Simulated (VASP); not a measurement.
A run of VASP 6.6.1:

INCAR

```
  PREC = Accurate
  ENCUT = 400
  EDIFF = 1E-6
  ISMEAR = -1
  SIGMA = 0.05
  LREAL = False
  LASPH = True
  NELM = 120
  ALGO = Normal
  ISIF = 2
  LWAVE = False
  LCHARG = False
  GGA = PS
  NBANDS = 86
  GGA_COMPAT = False
```

Contents of KPOINTS:

```
Automatic mesh
0
Gamma
  4 6 2
```

The input POSCAR:

```
In3GaP4
1.0
    0.0000000000      0.0000000000      6.3158210000
    3.8334610000      0.0000002605      0.0000000000
   -0.0000010042     14.7766930302      0.0000000000
Ga In P
2 6 8
Direct
    0.9959370000      0.0000000000      0.1403340000
    0.4959420000      0.5000000000      0.0690230000
    0.9963370000      0.5000000000      0.3860300000
    0.9959200000      0.0000000000      0.6447810000
    0.9925840000      0.5000000000      0.9052890000
    0.4925490000      0.0000000000      0.3040800000
    0.4959220000      0.5000000000      0.5645810000
    0.4963790000      0.0000000000      0.8233260000
    0.3650470000      0.0000000000      0.1415820000
    0.3856800000      0.5000000000      0.4006460000
    0.3846180000      0.0000000000      0.6597510000
    0.3838680000      0.5000000000      0.9184220000
    0.8650380000      0.5000000000      0.0677780000
    0.8838320000      0.0000000000      0.2909320000
    0.8846210000      0.5000000000      0.5496100000
    0.8857260000      0.0000000000      0.8087210000
```

Potentials or basis: VASP PAW PBE potentials, release 64 (Ga_d, In_d, P).

Run with:

```bash
$ cat potpaw_PBE.64/Ga_d/POTCAR potpaw_PBE.64/In_d/POTCAR potpaw_PBE.64/P/POTCAR > POTCAR
$ mpirun -np 1 vasp_std > vasp.out
```

Hardware: 1 thread of Intel(R) Xeon(R) Platinum 8375C CPU @ 2.90GHz (Ice Lake), on a shared host.

Task: Estimate the wall time of this run.

Result: It took 8.4 min on 1 thread of Intel(R) Xeon(R) Platinum 8375C CPU @ 2.90GHz (Ice Lake) (shared host), peak memory 0.56 GiB. Counts: scf iterations 15, k points 24.
